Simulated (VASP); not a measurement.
# SnTe (F-43m) in VASP: single point with LDA

Aim: the single point of SnTe with LDA.

Everything below comes from runs of VASP 6.6.1. Logs are shortened: lines on timing, memory, paths and dates and some standing lists are left out, and cuts for length are marked.

### Step 1. The cell of the first run

Symmetry: F-43m, No. 216, cubic system. Conventional cell: a = 7.222 Å, b = 7.222 Å, c = 7.222 Å, α = 90.00°, β = 90.00°, γ = 90.00°. Sn (site symmetry -43m) has 4 Te at 3.13 Å within 4.1 Å. Te (site symmetry -43m) has 4 Sn at 3.13 Å within 4.1 Å.

### Step 2. Single point, LDA

Contents of INCAR:

```
ALGO = Normal ; EDIFF = 1E-6
ENCUT = 500 ; GGA = CA
GGA_COMPAT = False ; ISIF = 2
ISMEAR = 0 ; LASPH = True
LCHARG = False ; LREAL = False
LWAVE = False ; NBANDS = 17
NELM = 120 ; PREC = Accurate
SIGMA = 0.01
```

Contents of KPOINTS:

```
k-points
0
Gamma
  3 3 3
```

Contents of POSCAR:

```
SnTe
1.0
    0.0000000000      3.6111500000      3.6111500000
    3.6111500000      0.0000000000      3.6111500000
    3.6111500000      3.6111500000      0.0000000000
Sn Te
1 1
Direct
    0.0000000000      0.0000000000      0.0000000000
    0.7500000000      0.7500000000      0.7500000000
```

Potentials or basis: VASP PAW LDA potentials, release 64 (Sn_d, Te).

The run is started by

```sh
cat potpaw_LDA.64/Sn_d/POTCAR potpaw_LDA.64/Te/POTCAR > POTCAR
mpirun -np 1 vasp_std > vasp.out
```

OUTCAR:

```text
EDIFF = 1E-6
   ENCUT = 500
   GGA = CA
   ISIF = 2
   ISMEAR = 0
   LASPH = True
   LREAL = False
   NELM = 120
   PREC = Accurate

 ion  position               nearest neighbor table
   1  0.000  0.000  0.000-   2 3.13   2 3.13   2 3.13   2 3.13
   2  0.750  0.750  0.750-   1 3.13   1 3.13   1 3.13   1 3.13

  LATTYP: Found a face centered cubic cell.
 ALAT       =     7.2223000000

  Lattice vectors:

 A1 = (   0.0000000000,   3.6111500000,   3.6111500000)
 A2 = (   3.6111500000,   0.0000000000,   3.6111500000)
 A3 = (   3.6111500000,   3.6111500000,   0.0000000000)

Analysis of symmetry for initial positions (statically):
=====================================================================
 Subroutine PRICEL returns:
 Original cell was already a primitive cell.

 Routine SETGRP: Setting up the symmetry group for a
 face centered cubic supercell.

 Subroutine GETGRP returns: Found 24 space group operations
 (whereof 24 operations were pure point group operations)
 out of a pool of 48 trial point group operations.

The static configuration has the point symmetry T_d .

Analysis of symmetry for dynamics (positions and initial velocities):
=====================================================================
 Subroutine PRICEL returns:
 Original cell was already a primitive cell.

 Routine SETGRP: Setting up the symmetry group for a
 face centered cubic supercell.

 Subroutine GETGRP returns: Found 24 space group operations
 (whereof 24 operations were pure point group operations)
 out of a pool of 48 trial point group operations.

The dynamic configuration has the point symmetry T_d .

 Subroutine INISYM returns: Found 24 space group operations
 (whereof 24 operations are pure point group operations),
 and found     1 'primitive' translations

----------------------------------------------------------------------------------------

                                     Primitive cell

  volume of cell :      94.1817

  direct lattice vectors                    reciprocal lattice vectors
     0.000000000  3.611150000  3.611150000    -0.138460047  0.138460047  0.138460047
     3.611150000  0.000000000  3.611150000     0.138460047 -0.138460047  0.138460047
     3.611150000  3.611150000  0.000000000     0.138460047  0.138460047 -0.138460047

  length of vectors
     5.106937306  5.106937306  5.106937306     0.239819837  0.239819837  0.239819837

  position of ions in fractional coordinates (direct lattice)
     0.000000000  0.000000000  0.000000000
[... 56 lines left out ...]
   NELM   =    120;   NELMIN=  2; NELMDL= -5     # of ELM steps
   EDIFF  = 0.1E-05   stopping-criterion for ELM
   LREAL  =      F    real-space projection
   EDIFFG = 0.1E-04   stopping-criterion for IOM
   NSW    =      0    number of steps for IOM
   IBRION =     -1    ionic relax: 0-MD 1-quasi-New 2-CG
   NFREE  =      0    steps in history (QN), initial steepest desc. (CG)
   ISIF   =      2    stress and relaxation
   ISYM   =      2    0-nonsym 1-usesym 2-fastsym
   POTIM  = 0.5000    time-step for ionic-motion
   TEBEG  =    0.0;   TEEND  =   0.0 temperature during run
   PSTRESS=    0.0 pullay stress
   NELECT =      20.0000    total number of electrons
   NUPDOWN=      -1.0000    fix difference up-down
   EMIN   =  10.00;   EMAX   =-10.00  energy-range for DOS
   EFERMI =   0.00;   METHOD = LEGACY
   ISMEAR =     0;   SIGMA  =   0.01  broadening in eV -4-tet -1-fermi 0-gaus
   EFERMI_NEDOS =   21; number of points for ismear=-14 and -15
   IALGO  =     38    algorithm
   IMIX   =      4    mixing-type and parameters
     AMIX     =   0.40;   BMIX     =  1.00
     AMIX_MAG =   1.60;   BMIX_MAG =  1.00
  volume/ion in A,a.u.               =      47.09       317.78
  Fermi-wavevector in a.u.,A,eV,Ry     =   0.976703  1.845702 12.979268  0.953949
  Thomas-Fermi vector in A             =   2.107343
   LORBIT       =      0    0 simple, 1 ext, 2 COOP (PROOUT), +10 PAW based schemes
   GGA     = CA    functional components
   LHFCALC =     F    Hartree Fock is set to
   AEXX    =    0.0000 exact exchange contribution
   IVDW    =     0    specifies the selected vdW correction
   LEPSILON=     F    determine dielectric tensor
   LRPA    =     F    only Hartree local field effects (RPA)
 non-spin polarized calculation
 Gauss-broadening in eV      SIGMA  =   0.01
  energy-cutoff  :      500.00
  volume of cell :       94.18
 maximum number of plane-waves:      2421
 NGX is ok and might be reduce to    40
   NGX = 19   NGY = 19   NGZ = 19

 number of electron      19.9999999 magnetization

 Free energy of the ion-electron system (eV)
  ---------------------------------------------------
  ext. energy  EPLUGINS =         0.00000000
  ---------------------------------------------------
  free energy    TOTEN  =        -8.11385595 eV

  energy without entropy =       -8.11385595  energy(sigma->0) =       -8.11385595

 E-fermi :   2.3417     XC(G=0):  -7.8240

 val. band max:        2.2819104992   @ k =  -0.3333   0.3333   0.0000
 cond. band min:       3.0436328834   @ k =   0.3333   0.3333   0.0000
 fundamental gap:      0.7617223842
 Fermi energy:         2.3416652198

 k-point     1 :       0.0000    0.0000    0.0000
  band No.  band energies     occupation
      1     -18.8110      2.00000
      2     -18.8110      2.00000
      3     -18.8110      2.00000
      4     -18.8001      2.00000
      5     -18.8001      2.00000
      6      -8.6954      2.00000
[... 57 lines left out ...]
      4     -18.8003      2.00000
      5     -18.7997      2.00000
      6      -8.0059      2.00000
[... 9 lines left out ...]
     16      10.0364      0.00000
     17      11.7148      0.00000

------------------------ aborting loop because EDIFF is reached ----------------------------------------

  FORCE on cell =-STRESS in cart. coord.  units (eV):
  Direction    XX          YY          ZZ          XY          YZ          ZX
  --------------------------------------------------------------------------------------
  -------------------------------------------------------------------------------------
  Total       -1.7473973     -1.7473973     -1.7473973      0.0000000     -0.0000000      0.0000000
  in kB      -29.7259450    -29.7259450    -29.7259450      0.0000000     -0.0000000      0.0000000
  external PRESSURE =     -29.7259450 kB  Pullay stress =       0.0000000 kB

 VOLUME and BASIS-vectors are now :
 -----------------------------------------------------------------------------
  energy-cutoff  :      500.00
  volume of cell :       94.18
      direct lattice vectors                 reciprocal lattice vectors
     0.000000000  3.611150000  3.611150000    -0.138460047  0.138460047  0.138460047
     3.611150000  0.000000000  3.611150000     0.138460047 -0.138460047  0.138460047
     3.611150000  3.611150000  0.000000000     0.138460047  0.138460047 -0.138460047

 POSITION                                       TOTAL-FORCE (eV/Angst)
 -----------------------------------------------------------------------------------
      0.00000      0.00000      0.00000         0.000000      0.000000     -0.000000
      5.41672      5.41672      5.41672        -0.000000     -0.000000      0.000000
 -----------------------------------------------------------------------------------
    total drift:                                0.000000      0.000000      0.000000

  FREE ENERGIE OF THE ION-ELECTRON SYSTEM (eV)
  ---------------------------------------------------
  free  energy   TOTEN  =        -8.1138559461 eV

  energy  without entropy=       -8.1138559461  energy(sigma->0) =       -8.11385595
```

OSZICAR:

```text
N       E                     dE             d eps       ncg     rms          rms(c)
DAV:   1     0.113779204559E+03    0.11378E+03   -0.89805E+03   136   0.111E+03
DAV:   2     0.315056852171E+01   -0.11063E+03   -0.10894E+03   144   0.268E+02
DAV:   3    -0.789089157678E+01   -0.11041E+02   -0.11000E+02   156   0.861E+01
DAV:   4    -0.823301716246E+01   -0.34213E+00   -0.34199E+00   174   0.166E+01
DAV:   5    -0.825072354385E+01   -0.17706E-01   -0.17706E-01   189   0.337E+00    0.420E+00
DAV:   6    -0.812323761253E+01    0.12749E+00   -0.32568E-01   172   0.283E+00    0.271E+00
DAV:   7    -0.811550608158E+01    0.77315E-02   -0.59424E-02   149   0.926E-01    0.103E+00
DAV:   8    -0.811386704593E+01    0.16390E-02   -0.65492E-03   173   0.562E-01    0.161E-01
DAV:   9    -0.811381527130E+01    0.51775E-04   -0.13558E-03   173   0.222E-01    0.434E-02
DAV:  10    -0.811383388565E+01   -0.18614E-04   -0.12850E-04   162   0.618E-02    0.277E-02
DAV:  11    -0.811385589827E+01   -0.22013E-04   -0.32299E-05   154   0.267E-02    0.177E-02
DAV:  12    -0.811385594611E+01   -0.47838E-07   -0.14648E-06   139   0.758E-03
   1 F= -.81138559E+01 E0= -.81138559E+01  d E =-.780204E-18
```

stdout:

```text
POSCAR found type information on POSCAR SnTe
 POSCAR found :  2 types and       2 ions
 scaLAPACK will be used
 LDA part: xc-table for (Slater(with rela. corr.)+CA(PZ))
 , standard interpolation
 POSCAR, INCAR and KPOINTS ok, starting setup
 FFT: planning ... GRIDC
 FFT: planning ... GRID_SOFT
 FFT: planning ... GRID
 WAVECAR not read
 entering main loop
```

It took 12 s on 1 thread of AMD EPYC 7R13, shared host; peak memory 0.16 GiB.

What came out:

- Free energy: -8.1139 eV
- Pressure: -3.0 GPa
- Band gap on the k mesh: 0.76 eV, indirect (least direct gap 0.91 eV)

Levels at points of the mesh, in eV from the valence-band top:
```
           k point  band 7  band 8  band 9  band 10  band 11  band 12  band 13  band 14
(0.00, 0.00, 0.00)   -4.68   -1.31   -1.31    -1.31     1.59     1.59     1.59     4.51
```

Caveat: the k points lie up to 0.50 Å⁻¹ apart; spin-orbit coupling is left out, which moves the levels of the heavy elements. A k mesh can miss the band edges.
